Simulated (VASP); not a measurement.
Input of a VASP 6.6.1 run:

Contents of INCAR:

```
SYSTEM = Al3Ni2
  ALGO = Fast
  EDIFF = 1E-6
  ENCUT = 520
  GGA = PS
  ISIF = 2
  ISMEAR = 0
  LASPH = .True.
  LCHARG = .False.
  LREAL = .False.
  LWAVE = .False.
  NBANDS = 22
  NELM = 60
  PREC = Accurate
  SIGMA = 0.15
```

KPOINTS

```
k-points
0
Gamma
  12 12 10
  0 0 0
```

The input POSCAR:

```
Al3Ni2
1.0
    3.9030611522      0.0000000000      0.0000000000
   -1.9515305761      3.3801501104      0.0000000000
    0.0000000000      0.0000000000      4.8594646107
Al Ni
3 2
Direct
    0.0000000000      0.0000000000      0.0000000000
    0.3333333333      0.6666666667      0.6477829059
    0.6666666667      0.3333333333      0.3522170941
    0.3333333333      0.6666666667      0.1455709067
    0.6666666667      0.3333333333      0.8544290933
```

Potentials or basis: VASP PAW PBE potentials, release 64 (Al, Ni).

Run with:

```console
$ cat potpaw_PBE.64/Al/POTCAR potpaw_PBE.64/Ni/POTCAR > POTCAR
$ mpirun -np 1 vasp_std > vasp.out
```

Problem. Estimate the largest force.

Solution. 0.138 eV/Å.

Problem. Estimate the pressure.

Solution. 8.2 GPa.

Stress tensor (GPa, compression positive):
```
10.02  0.00  0.00
 0.00 10.02  0.00
 0.00  0.00  4.51
```

Caveat: the cell differs from its parent crystal (strain -0.025 along x and y, +0.000 along z); the cell stands under pressure; the PAW data sets were made with another functional, which shifts forces and pressure a little. Spin polarisation is off, so any magnetic state and its effect on volume and gap are missing.
